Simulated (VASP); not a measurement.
Write the native input for VASP 6.6.1 that does the following.

* Task: relaxation of cell and atoms
* Functional: PBE
* Potentials or basis: VASP PAW PBE potentials, release 64 (Au)
* Cutoff: 600 eV
* k mesh: 18 × 18 × 18
* Occupations: fermi-dirac, width 0.1 eV
* Spin: no spin polarisation
* Target pressure: 55 GPa
* Dipole correction: no
* Further INCAR settings: ALGO = Normal; EDIFF = 1e-07; IBRION = 2; EDIFFG = -0.005; NSW = 60; ISIF = 3

The structure of Au lies in POSCAR:

```
Au
1.0
   -1.5374958804      1.5374958804      1.5374958804
    1.5374958804     -1.5374958804      1.5374958804
    1.5374958804      1.5374958804     -1.5374958804
Au
1
Direct
    0.0000000000      0.0000000000      0.0000000000
```

This isn't the form of Au at room conditions, which is fcc.

One way to write it, as run:

INCAR

```
PREC     = Accurate       # precision mode
ENCUT    = 600            # plane-wave cutoff, eV
EDIFF    = 1E-7           # SCF threshold, eV
ISMEAR   = -1             # smearing method
SIGMA    = 0.1            # smearing width, eV
LREAL    = F              # projectors in reciprocal space
LASPH    = T              # aspherical terms in the spheres
NELM     = 60             # most SCF steps
ALGO     = Normal         # electronic algorithm
ISIF     = 3              # what is computed and relaxed
LWAVE    = F              # write WAVECAR
LCHARG   = F              # write CHGCAR
GGA      = PE             # functional
IBRION   = 2              # ionic algorithm
NSW      = 60             # ionic steps
EDIFFG   = -0.005         # ionic threshold
PSTRESS  = 550.0
```

KPOINTS

```
Automatic mesh
0
Gamma
  18 18 18
```

Potentials or basis: VASP PAW PBE potentials, release 64 (Au).

Run with:

```sh
$ cat potpaw_PBE.64/Au/POTCAR > POTCAR
$ mpirun -np 1 vasp_std > vasp.out
```

Results of the run:

The relaxed volume is 14.53 Å³/atom and the relaxed cell is a = 2.663 Å, b = 2.663 Å, c = 2.663 Å, α = 109.47°, β = 109.47°, γ = 109.47°. The space group after relaxing (to 0.1 Å) is Im-3m (No. 229), the energy change on relaxing (the run minimises the enthalpy) is +1.4 meV/atom and the ionic steps are 3. The pressure after relaxing is 55.0 GPa and the band gap on the k mesh is zero (an odd number of electrons rules out a gap without spin polarisation).

Caveat: the cell is relaxed towards a set pressure, so the run minimises the enthalpy, not the energy; spin-orbit coupling is left out, which moves the levels of the heavy elements.

It took 18 s on 1 thread of Intel(R) Xeon(R) 6975P-C (Granite Rapids), on a shared host, peak memory 0.17 GiB.
